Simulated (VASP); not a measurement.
MgW: single point with PBE

The system is MgW.

```xyz
4
Lattice="4.9009 0.0000 0.1784 0.0000 5.4936 0.0000 0.1579 0.0000 4.9877" Properties=species:S:1:pos:R:3 pbc="T T T"
Mg    2.5689    1.7172    3.8300
Mg    2.4899    3.7764    1.3361
W     0.1184    4.6956    3.7408
W     0.0395    0.7980    1.2469
```

This cell differs from its parent crystal: strained.

* Program: VASP 6.6.1
* Task: single point
* Functional: PBE
* Potentials or basis: VASP PAW PBE potentials, release 64 (Mg, W_sv)
* Cutoff: 600 eV
* k mesh: 10 × 8 × 8
* Occupations: gaussian, width 0.1 eV
* Spin: no spin polarisation
* Dipole correction: no
* Further INCAR settings: ALGO = Normal; EDIFF = 1e-06; NBANDS = 24

- Pressure: -19.2 GPa
- Largest force: 2.255 eV/Å
- Band gap on the k mesh: zero (bands 16 and 17 overlap by 0.18 eV)

Forces on the atoms (eV/Å):
```
Mg   0.000 -0.776  0.000
Mg   0.000  0.776  0.000
W    0.000  2.255  0.000
W    0.000 -2.255  0.000
```

Stress tensor (GPa, compression positive):
```
-15.24   0.00  -0.84
  0.00 -17.18   0.00
 -0.84   0.00 -25.16
```

Levels at points of the mesh, in eV from the Fermi level:
```
           k point  band 13  band 14  band 15  band 16  band 17  band 18  band 19  band 20
(0.00, 0.00, 0.00)    -0.66    -0.47    -0.47    -0.18     0.30     1.22     1.23     1.37
(0.50, 0.00, 0.00)    -0.86    -0.75    -0.37    -0.06     0.48     0.70     1.20     1.35
(0.00, 0.50, 0.00)    -0.63    -0.58    -0.37    -0.13     0.22     0.25     1.22     1.31
(0.50, 0.50, 0.00)    -0.96    -0.73    -0.59    -0.01     0.22     0.59     0.78     0.80
(0.00, 0.00, 0.50)    -0.71    -0.71    -0.36    -0.36     0.63     0.63     1.38     1.38
(0.50, 0.00, 0.50)    -1.14    -1.14    -0.75    -0.75     0.40     0.40     1.75     1.75
(0.00, 0.50, 0.50)    -0.94    -0.94    -0.74    -0.74     0.21     0.21     0.99     0.99
(0.50, 0.50, 0.50)    -0.65    -0.65    -0.36    -0.36     0.32     0.32     0.48     0.48
```

It took 9.1 min on 1 thread of Intel(R) Xeon(R) Platinum 8488C (Sapphire Rapids), on a shared host, peak memory 0.81 GiB.

Caveat: the cell differs from its parent crystal (strained); the stress differs along the axes, from -25 to -15 GPa; spin-orbit coupling is left out, which moves the levels of the heavy elements; forces of over 1 eV/Å act on the atoms, so gaps and moduli don't describe the material at rest.
